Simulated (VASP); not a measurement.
**ZrO2: relaxation of shape and atoms at fixed volume with r2SCAN**

Crystal: ZrO2.

```
Zr O
1.0
     3.66204    0.00000    0.00000
     0.00000    3.66204    0.00000
     0.00000    0.00000    5.35994
Zr O
2 4
Direct
  0.00000 0.00000 0.00000
  0.50000 0.50000 0.50000
  0.00000 0.50000 0.19005
  0.00000 0.50000 0.69005
  0.50000 0.00000 0.30995
  0.50000 0.00000 0.80995
```

```
Program                : VASP 6.6.1
Task                   : relaxation of shape and atoms at fixed volume
Functional             : r2SCAN
Potentials or basis    : VASP PAW PBE potentials, release 64 (Zr_sv, O)
Cutoff                 : 660 eV
k mesh                 : 6 × 6 × 6
Occupations            : gaussian, width 0.02 eV
Spin                   : no spin polarisation
Dipole correction      : no
Further INCAR settings : ALGO = Normal; EDIFF = 1e-07; IBRION = 2; EDIFFG = -0.01; NSW = 50; ISIF = 4
```

```json
{"Energy gained by relaxing": "1.7 meV/atom", "Ionic steps": "6", "Pressure after relaxing": "-9.0 GPa", "Band gap on the k mesh": "4.56 eV (least direct gap 4.63 eV)"}
```

Forces in eV/Å, atoms in the order of the input:
```
Zr   0.000  0.000  0.000
Zr   0.000  0.000  0.000
O    0.000  0.000  0.002
O    0.000  0.000  0.002
O    0.000  0.000 -0.002
O    0.000  0.000 -0.002
```

The path:
```tsv
step	energy change (eV)	largest force (eV/Å)	pressure (GPa)	volume (Å³)
1	0.0000	0.1395	-10.93	71.88
2	-0.0041	0.1181	-10.49	71.88
3	-0.0085	0.0492	-9.26	71.88
4	-0.0097	0.0328	-8.80	71.88
5	-0.0100	0.0080	-8.95	71.88
6	-0.0100	0.0020	-9.05	71.88
```

Final structure:
```yaml
crystal:
  lattice:
    - [3.65168, 0.00000, 0.00000]
    - [0.00000, 3.65168, 0.00000]
    - [0.00000, 0.00000, 5.39041]
  atoms:
    - { symbol: Zr, position: [0.00000, 0.00000, 0.00000] }
    - { symbol: Zr, position: [0.50000, 0.50000, 0.50000] }
    - { symbol: O, position: [0.00000, 0.50000, 0.18434] }
    - { symbol: O, position: [0.00000, 0.50000, 0.68434] }
    - { symbol: O, position: [0.50000, 0.00000, 0.31566] }
    - { symbol: O, position: [0.50000, 0.00000, 0.81566] }
```

Levels at points of the mesh, in eV from the valence-band top:
| k point | band 22 | band 23 | band 24 | band 25 | band 26 | band 27 |
| --- | --- | --- | --- | --- | --- | --- |
| (0.00, 0.00, 0.00) | -0.21 | -0.08 | -0.08 | 4.56 | 5.07 | 5.56 |
| (0.50, 0.00, 0.00) | -1.33 | -0.13 | -0.13 | 4.88 | 4.88 | 5.81 |
| (0.50, 0.50, 0.00) | -0.73 | -0.66 | -0.66 | 5.40 | 5.40 | 6.19 |
| (0.00, 0.00, 0.50) | -0.70 | -0.02 | -0.02 | 5.02 | 5.02 | 5.75 |
| (0.50, 0.00, 0.50) | -1.31 | -0.71 | -0.71 | 4.95 | 4.95 | 5.40 |
| (0.50, 0.50, 0.50) | -1.63 | -0.19 | -0.19 | 5.46 | 5.46 | 6.31 |

Wall time 17 min on 1 thread of Intel(R) Xeon(R) 6975P-C (Granite Rapids), on a shared host, peak memory 0.3 GiB.

Caveat: the PAW data sets were made with another functional, which shifts forces and pressure a little. A k mesh can miss the band edges.
